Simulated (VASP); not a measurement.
## ZnS: relaxation of shape and atoms at fixed volume with PBE

ZnS:

```
Zn S
1.0
     3.68062    0.00000    0.00000
    -1.84031    3.18751    0.00000
     0.00000    0.00000    6.05692
Zn S
2 2
Direct
  0.33333 0.66667 0.00588
  0.66667 0.33333 0.50588
  0.33333 0.66667 0.37912
  0.66667 0.33333 0.87912
```

This cell differs from its parent crystal: volume scaled by 0.88.

| Property | Result |
| --- | --- |
| Program | VASP 6.6.1 |
| Task | relaxation of shape and atoms at fixed volume |
| Functional | PBE |
| Potentials or basis | VASP PAW PBE potentials, release 64 (Zn, S) |
| Cutoff | 600 eV |
| k mesh | 12 × 12 × 6 |
| Occupations | gaussian, width 0.02 eV |
| Spin | no spin polarisation |
| Dipole correction | no |
| Further INCAR settings | ALGO = Normal; EDIFF = 1e-07; IBRION = 2; EDIFFG = -0.01; NSW = 50; ISIF = 4 |

| Item | Value |
| --- | --- |
| Pressure after relaxing | 11.9 GPa |
| Largest force after relaxing | 0.009 eV/Å |
| Band gap on the k mesh | 2.66 eV, direct |

Forces on the atoms (eV/Å):
```
Zn   0.000  0.000  0.009
Zn   0.000  0.000  0.009
S    0.000  0.000 -0.009
S    0.000  0.000 -0.009
```

Stress tensor (GPa, compression positive):
```
11.90  0.00  0.00
 0.00 11.90  0.00
 0.00  0.00 12.02
```

Final structure:
```
Zn S
1.0
     3.68062    0.00000    0.00000
    -1.84031    3.18751    0.00000
     0.00000    0.00000    6.05692
Zn S
2 2
Direct
  0.33333 0.66667 0.00588
  0.66667 0.33333 0.50588
  0.33333 0.66667 0.37912
  0.66667 0.33333 0.87912
```

Levels at points of the mesh, in eV from the valence-band top:
| k point | band 14 | band 15 | band 16 | band 17 | band 18 | band 19 | band 20 | band 21 | band 22 |
| --- | --- | --- | --- | --- | --- | --- | --- | --- | --- |
| (0.00, 0.00, 0.00) | -1.05 | -1.05 | -0.12 | 0.00 | 0.00 | 2.66 | 3.30 | 6.23 | 6.23 |
| (0.50, 0.00, 0.00) | -4.54 | -3.79 | -2.62 | -2.02 | -1.04 | 3.56 | 4.48 | 5.00 | 6.81 |
| (0.00, 0.00, 0.50) | -3.14 | -0.55 | -0.55 | -0.55 | -0.55 | 3.85 | 3.85 | 6.71 | 6.71 |
| (0.50, 0.00, 0.50) | -5.36 | -1.92 | -1.92 | -1.89 | -1.89 | 3.52 | 3.52 | 5.13 | 5.13 |

It took 59 s on 1 thread of AMD EPYC 9R45 96-Core Processor (Zen 5), with other jobs on the host, peak memory 0.24 GiB.

Caveat: the relaxation stopped at its first step, so nothing moved. A k mesh can miss the band edges.
